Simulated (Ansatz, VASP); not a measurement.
**Sn3TeW in VASP and in Ansatz**

```xyz
5
Lattice="5.1880 0.0000 0.0000 0.0000 5.1880 0.0000 0.0000 0.0000 5.1880" Properties=species:S:1:pos:R:3 pbc="T T T"
Sn    2.5940    0.0000    0.0000
Sn    0.0000    2.5940    0.0000
Sn    0.0000    0.0000    2.5940
Te    2.5940    2.5940    2.5940
W     0.0000    0.0000    0.0000
```

Change from the starting cell: species swapped into the CaBPd3 type (Pm-3m, No. 221).

Alike in both runs: task single point; functional PBE; k mesh 4 × 4 × 4; occupations gaussian, width 0.1 eV; no spin polarisation.

```csv
,VASP,Ansatz
version,VASP 6.6.1,Ansatz 0.2.0
potentials or method,"VASP PAW PBE potentials, release 64 (Sn_d, Te, W_sv), cutoff 520 eV","scalar-relativistic, plane waves, PAW"
valence electrons in the cell,62,72
```

|  | VASP | Ansatz | Ansatz less VASP |
| --- | --- | --- | --- |
| gap on the k mesh at the Fermi level (eV) | none | none | - |
| pressure (GPa) | 6.4 | 6.4 | 0.00 |

A gap of «none» marks a metal or a gap that the smearing closes. VASP's potentials hold 62 valence electrons a cell and Ansatz's 72, so a difference there can come from the potentials and not from the codes.

Neither program's run includes spin-orbit coupling.
